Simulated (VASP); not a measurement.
Wanted: the native input for a VASP 6.6.1 run.

| Quantity | Value |
| --- | --- |
| Task | single point |
| Functional | PBEsol |
| Potentials or basis | VASP PAW PBE potentials, release 64 (Mg, Si, O, H) |
| Cutoff | 520 eV |
| k mesh | 3 × 3 × 1 |
| Occupations | gaussian, width 0.1 eV |
| Spin | no spin polarisation |
| Dipole correction | no |
| Further INCAR settings | ALGO = Normal; EDIFF = 1e-07; NBANDS = 32 |

The structure of Mg8Si4HO lies in POSCAR:

```
Mg8Si4HO
1.0
    6.3910000000      0.0000000000      0.0000000000
    0.0000000000      6.3910000000      0.0000000000
    0.0000000000      0.0000000000     15.7932500000
Mg Si O H
8 4 1 1
Direct
    0.2715964638      0.7441344078      0.3534301046
    0.1649468002      0.1799015803      0.3386596806
    0.2551441089      0.2508400876      0.1483336869
    0.2564498514      0.7563600376      0.1500842449
    0.7498510405      0.7491988734      0.1516161651
    0.7573329682      0.2529863871      0.1472021908
    0.6755503051      0.3492855578      0.3343983664
    0.8032968237      0.8096200908      0.3533795767
    0.0000000000      0.0000000000      0.0633181897
    0.0139111250      0.5035886403      0.2570515885
    0.5127253951      0.0148752934      0.2611836069
    0.5000000000      0.5000000000      0.0633181897
    0.0564895947      0.9367468315      0.3917221598
   -0.3988133312      0.5889297450      0.4022439333
```

The input as run:

INCAR

```
SYSTEM = Mg8Si4HO
ALGO = Normal ; EDIFF = 1E-7
ENCUT = 520 ; GGA = PS
ISIF = 2 ; ISMEAR = 0
LASPH = .TRUE. ; LCHARG = .FALSE.
LREAL = .FALSE. ; LWAVE = .FALSE.
NBANDS = 32 ; NELM = 100
PREC = Accurate ; SIGMA = 0.1
```

KPOINTS

```
k-points
0
G
  3 3 1
  0 0 0
```

Potentials or basis: VASP PAW PBE potentials, release 64 (Mg, Si, O, H).

The run is started by

```sh
$ cat potpaw_PBE.64/Mg/POTCAR potpaw_PBE.64/Si/POTCAR potpaw_PBE.64/O/POTCAR potpaw_PBE.64/H/POTCAR > POTCAR
$ mpirun -np 1 vasp_std > vasp.out
```

Results of the run:

- Largest force: 0.262 eV/Å

Caveat: the PAW data sets were made with another functional, which shifts forces and pressure a little; an odd number of electrons without spin polarisation forces a metal; a magnetic or distorted state may lie lower.

Run time: 2.3 min on 1 thread of Intel(R) Xeon(R) 6975P-C (Granite Rapids), with other jobs on the host, peak memory 0.63 GiB.
